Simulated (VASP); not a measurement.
# I (Fd-3m) in VASP: further runs

I is run at these levels: PBE; tasks: single point.

All numbers are computed with VASP 6.6.1; they aren't measurements. Logs are shortened: lines on timing, memory, paths and dates and some standing lists are left out, and cuts for length are marked.

### 1 The cell of the first run

Symmetry: Fd-3m, No. 227, cubic system. Conventional cell: a = 7.433 Å, b = 7.433 Å, c = 7.433 Å, α = 90.00°, β = 90.00°, γ = 90.00°. Within 4.2 Å of I (site symmetry -43m) lie 4 I at 3.22 Å.

### 2 Single point, PBE (volume scaled by 0.84)

INCAR reads:

```
  PREC = Accurate
  ENCUT = 520
  EDIFF = 1E-7
  ISMEAR = -1
  SIGMA = 0.1
  LREAL = F
  LASPH = T
  NELM = 80
  ALGO = Normal
  ISIF = 2
  LWAVE = F
  LCHARG = F
  GGA = PE
  NBANDS = 14
```

KPOINTS reads:

```
regular mesh
0
Gamma
  10 10 10
```

POSCAR reads:

```
I
1.0
    0.0000000000      3.7162712195      3.7162712195
    3.7162712195      0.0000000000      3.7162712195
    3.7162712195      3.7162712195      0.0000000000
I
2
Direct
   -0.1250000000     -0.1250000000     -0.1250000000
    0.1250000000      0.1250000000      0.1250000000
```

Potentials or basis: VASP PAW PBE potentials, release 64 (I).

Command:

```sh
> cat potpaw_PBE.64/I/POTCAR > POTCAR
> mpirun -np 1 vasp_std > vasp.out
```

OUTCAR:

```text
PREC = Accurate
   ENCUT = 520
   EDIFF = 1E-7
   ISMEAR = -1
   LREAL = F
   LASPH = T
   NELM = 80
   ISIF = 2
   GGA = PE

 ion  position               nearest neighbor table
   1  0.875  0.875  0.875-   2 3.22   2 3.22   2 3.22   2 3.22
   2  0.125  0.125  0.125-   1 3.22   1 3.22   1 3.22   1 3.22

  LATTYP: Found a face centered cubic cell.
 ALAT       =     7.4325424390

  Lattice vectors:

 A1 = (   0.0000000000,   3.7162712195,   3.7162712195)
 A2 = (   3.7162712195,   0.0000000000,   3.7162712195)
 A3 = (   3.7162712195,   3.7162712195,   0.0000000000)

Analysis of symmetry for initial positions (statically):
=====================================================================
 Subroutine PRICEL returns:
 Original cell was already a primitive cell.

 Routine SETGRP: Setting up the symmetry group for a
 face centered cubic supercell.

 Subroutine GETGRP returns: Found 48 space group operations
 (whereof 12 operations were pure point group operations)
 out of a pool of 48 trial point group operations.

The static configuration has the point symmetry D_3d.
 The point group associated with its full space group is O_h .

Analysis of symmetry for dynamics (positions and initial velocities):
=====================================================================
 Subroutine PRICEL returns:
 Original cell was already a primitive cell.

 Routine SETGRP: Setting up the symmetry group for a
 face centered cubic supercell.

 Subroutine GETGRP returns: Found 48 space group operations
 (whereof 12 operations were pure point group operations)
 out of a pool of 48 trial point group operations.

The dynamic configuration has the point symmetry D_3d.
 The point group associated with its full space group is O_h .

 Subroutine INISYM returns: Found 48 space group operations
 (whereof 12 operations are pure point group operations),
 and found     1 'primitive' translations

----------------------------------------------------------------------------------------

                                     Primitive cell

  volume of cell :     102.6484

  direct lattice vectors                    reciprocal lattice vectors
     0.000000000  3.716271219  3.716271219    -0.134543463  0.134543463  0.134543463
     3.716271219  0.000000000  3.716271219     0.134543463 -0.134543463  0.134543463
     3.716271219  3.716271219  0.000000000     0.134543463  0.134543463 -0.134543463

[... 85 lines left out ...]
   EDIFFG = 0.1E-05   stopping-criterion for IOM
   NSW    =      0    number of steps for IOM
   IBRION =     -1    ionic relax: 0-MD 1-quasi-New 2-CG
   NFREE  =      0    steps in history (QN), initial steepest desc. (CG)
   ISIF   =      2    stress and relaxation
   ISYM   =      2    0-nonsym 1-usesym 2-fastsym
   POTIM  = 0.5000    time-step for ionic-motion
   TEBEG  =    0.0;   TEEND  =   0.0 temperature during run
   PSTRESS=    0.0 pullay stress
   NELECT =      14.0000    total number of electrons
   NUPDOWN=      -1.0000    fix difference up-down
   EMIN   =  10.00;   EMAX   =-10.00  energy-range for DOS
   EFERMI =   0.00;   METHOD = LEGACY
   ISMEAR =    -1;   SIGMA  =   0.10  broadening in eV -4-tet -1-fermi 0-gaus
   EFERMI_NEDOS =   21; number of points for ismear=-14 and -15
   IALGO  =     38    algorithm
   IMIX   =      4    mixing-type and parameters
     AMIX     =   0.40;   BMIX     =  1.00
     AMIX_MAG =   1.60;   BMIX_MAG =  1.00
  volume/ion in A,a.u.               =      51.32       346.35
  Fermi-wavevector in a.u.,A,eV,Ry     =   0.842688  1.592449  9.661809  0.710123
  Thomas-Fermi vector in A             =   1.957435
   LORBIT       =      0    0 simple, 1 ext, 2 COOP (PROOUT), +10 PAW based schemes
   GGA     = PE    functional components
   LHFCALC =     F    Hartree Fock is set to
   AEXX    =    0.0000 exact exchange contribution
   IVDW    =     0    specifies the selected vdW correction
   LEPSILON=     F    determine dielectric tensor
   LRPA    =     F    only Hartree local field effects (RPA)
 non-spin polarized calculation
  energy-cutoff  :      520.00
  volume of cell :      102.65
 maximum number of plane-waves:      2788
   NGX = 19   NGY = 19   NGZ = 19

 number of electron      13.9999998 magnetization

 Free energy of the ion-electron system (eV)
  ---------------------------------------------------
  ext. energy  EPLUGINS =         0.00000000
  ---------------------------------------------------
  free energy    TOTEN  =        -1.87953611 eV

  energy without entropy =       -1.75697692  energy(sigma->0) =       -1.81825652

 E-fermi :   1.7674     XC(G=0):  -7.0193

 val. band max:        1.7375160465   @ k =   0.3000   0.3000   0.0000
 cond. band min:       1.7708706036   @ k =   0.5000   0.0000   0.0000
 fundamental gap:      0.0333545571
 Fermi energy:         1.7674412724

 k-point     1 :       0.0000    0.0000    0.0000
  band No.  band energies     occupation
      1     -11.9312      2.00000
      2      -9.2715      2.00000
      3      -1.4149      2.00000
      4      -1.4149      2.00000
      5      -1.4149      2.00000
      6       0.6316      1.99998
      7       0.6316      1.99998
      8       0.6316      1.99998
      9       5.9606      0.00000
     10       8.3213      0.00000
     11       8.3213      0.00000
     12       9.8422      0.00000
     13       9.8422      0.00000
     14       9.8422      0.00000
[... 377 lines left out ...]
      1     -11.3253      2.00000
      2     -10.1864      2.00000
      3      -2.2048      2.00000
      4      -2.1412      2.00000
      5      -0.6612      2.00000
      6       0.0964      2.00000
      7       1.9147      0.37310
      8       1.9546      0.26666
      9       6.7943      0.00000
     10       7.7945      0.00000
     11       9.3745      0.00000
     12      10.1557      0.00000
     13      10.1663      0.00000
     14      10.6891      0.00000

 [... further k-points ...]
[... 5 lines left out ...]
  --------------------------------------------------------------------------------------
  -------------------------------------------------------------------------------------
  Total        1.8019198      1.8019198      1.8019198      0.0000000      0.0000000     -0.0000000
  in kB       28.1250842     28.1250842     28.1250842      0.0000000      0.0000000     -0.0000000
  external PRESSURE =      28.1250842 kB  Pullay stress =       0.0000000 kB

 VOLUME and BASIS-vectors are now :
 -----------------------------------------------------------------------------
  energy-cutoff  :      520.00
  volume of cell :      102.65
      direct lattice vectors                 reciprocal lattice vectors
     0.000000000  3.716271219  3.716271219    -0.134543463  0.134543463  0.134543463
     3.716271219  0.000000000  3.716271219     0.134543463 -0.134543463  0.134543463
     3.716271219  3.716271219  0.000000000     0.134543463  0.134543463 -0.134543463

 POSITION                                       TOTAL-FORCE (eV/Angst)
 -----------------------------------------------------------------------------------
      6.50347      6.50347      6.50347         0.000000     -0.000000      0.000000
      0.92907      0.92907      0.92907        -0.000000      0.000000     -0.000000
 -----------------------------------------------------------------------------------
    total drift:                                0.000000      0.000000     -0.000000

  FREE ENERGIE OF THE ION-ELECTRON SYSTEM (eV)
  ---------------------------------------------------
  free  energy   TOTEN  =        -1.8795361084 eV

  energy  without entropy=       -1.7569769234  energy(sigma->0) =       -1.81825652
```

stdout:

```text
POSCAR found type information on POSCAR I
 POSCAR found :  1 types and       2 ions
 scaLAPACK will be used
 LDA part: xc-table for (Slater+PW92), standard interpolation
 POSCAR, INCAR and KPOINTS ok, starting setup
 FFT: planning ... GRIDC
 FFT: planning ... GRID_SOFT
 FFT: planning ... GRID
 WAVECAR not read
 entering main loop
```

Run time: 58 s. Hardware: 1 thread of AMD EPYC 9R45 (Zen 5), shared host; peak memory 0.22 GiB.

What came out:

```
Free energy            : -1.8795 eV
Pressure               : 2.8 GPa
Band gap on the k mesh : zero (band 7 reaches 2.27 eV, above the bottom of band 8 at 0.63 eV)
```

Caveat: spin-orbit coupling is left out, which moves the levels of the heavy elements.

### 3 Single point, PBE (volume scaled by 0.92)

INCAR reads:

```
SYSTEM = I
PREC     = Accurate       ! precision mode
ENCUT    = 520            ! plane-wave cutoff, eV
EDIFF    = 1E-6           ! SCF threshold, eV
ISMEAR   = -1             ! smearing method
SIGMA    = 0.1            ! smearing width, eV
LREAL    = .FALSE.        ! projectors in reciprocal space
LASPH    = .TRUE.         ! aspherical terms in the spheres
NELM     = 80             ! most SCF steps
ALGO     = Normal         ! electronic algorithm
ISIF     = 2              ! what is computed and relaxed
LWAVE    = .FALSE.        ! write WAVECAR
LCHARG   = .FALSE.        ! write CHGCAR
GGA      = PE             ! functional
NBANDS   = 14             ! bands
```

KPOINTS reads:

```
regular mesh
0
G
  10 10 10
  0 0 0
```

POSCAR reads:

```
I
1.0
    0.0000000000      3.8306891867      3.8306891867
    3.8306891867      0.0000000000      3.8306891867
    3.8306891867      3.8306891867      0.0000000000
I
2
Direct
   -0.1250000000     -0.1250000000     -0.1250000000
    0.1250000000      0.1250000000      0.1250000000
```

Potentials or basis: VASP PAW PBE potentials, release 64 (I).

Command:

```sh
> cat potpaw_PBE.64/I/POTCAR > POTCAR
> mpirun -np 1 vasp_std > vasp.out
```

Run time: 53 s. Hardware: 1 thread of AMD EPYC 9R45 (Zen 5), shared host; peak memory 0.22 GiB.

It converged, with:

```
Free energy            : -1.9938 eV
Pressure               : 1.1 GPa
Band gap on the k mesh : zero (band 7 reaches 1.34 eV, above the bottom of band 8 at -0.03 eV)
```

Levels at points of the mesh, in eV from the Fermi level:
| k point | band 3 | band 4 | band 5 | band 6 | band 7 | band 8 | band 9 | band 10 | band 11 | band 12 |
| --- | --- | --- | --- | --- | --- | --- | --- | --- | --- | --- |
| (0.00, 0.00, 0.00) | -2.80 | -2.80 | -2.80 | -0.95 | -0.95 | -0.95 | 4.35 | 6.79 | 6.79 | 8.19 |
| (0.50, 0.00, 0.00) | -3.18 | -3.18 | -3.16 | -0.36 | -0.36 | -0.07 | 6.15 | 6.33 | 6.86 | 6.86 |
| (0.50, 0.50, 0.00) | -3.57 | -3.57 | -1.83 | -1.83 | 0.42 | 0.42 | 5.60 | 5.60 | 8.11 | 8.11 |

Caveat: spin-orbit coupling is left out, which moves the levels of the heavy elements.
